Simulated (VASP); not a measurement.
Wanted: the native input for a VASP 6.6.1 run.

| Item | Value |
| --- | --- |
| Task | single point |
| Functional | PBE |
| Potentials or basis | VASP PAW PBE potentials, release 64 (Cd, Sb, Si) |
| Cutoff | 520 eV |
| k mesh | 6 × 6 × 2 |
| Occupations | fermi-dirac, width 0.02 eV |
| Spin | no spin polarisation |
| Dipole correction | no |
| Further INCAR settings | ALGO = Normal; EDIFF = 1e-07; NBANDS = 36 |

The structure of CdSiSb2 lies in POSCAR:

```
CdSiSb2
1.0
    4.3812488606      0.0000000000      0.0000000000
    0.0000000000      4.3812488606      0.0000000000
    0.0000000000      0.0000000000     12.8485161369
Cd Sb Si
2 4 2
Direct
    0.5000000000      0.0000000000      0.8657229403
    0.0000000000      0.5000000000      0.1342770597
    0.5000000000      0.5000000000      0.0000000000
    0.0000000000      0.0000000000      0.2726518327
    0.5000000000      0.5000000000      0.5000000000
    0.0000000000      0.0000000000      0.7273481673
    0.5000000000      0.0000000000      0.3847765776
    0.0000000000      0.5000000000      0.6152234224
```

One way to write it, as run:

INCAR

```
SYSTEM = CdSiSb2
PREC = Accurate
ENCUT = 520
EDIFF = 1E-7
ISMEAR = -1
SIGMA = 0.02
LREAL = .False.
LASPH = .True.
NELM = 100
ALGO = Normal
ISIF = 2
LWAVE = .False.
LCHARG = .True.
GGA = PE
LELF = .True.
LVHAR = .True.
NBANDS = 36
```

KPOINTS

```
regular mesh
0
Gamma
  6 6 2
  0 0 0
```

Potentials or basis: VASP PAW PBE potentials, release 64 (Cd, Sb, Si).

Command:

```console
$ cat potpaw_PBE.64/Cd/POTCAR potpaw_PBE.64/Sb/POTCAR potpaw_PBE.64/Si/POTCAR > POTCAR
$ mpirun -np 1 vasp_std > vasp.out
```

It gave:

- Pressure: 1.5 GPa
- Largest force: 0.035 eV/Å
- Band gap on the k mesh: zero (bands 26 and 27 overlap by 0.27 eV)

Caveat: spin-orbit coupling is left out, which moves the levels of the heavy elements.

It took 110 s on 1 thread of Intel(R) Xeon(R) 6975P-C (Granite Rapids), with other jobs on the host, peak memory 0.45 GiB.
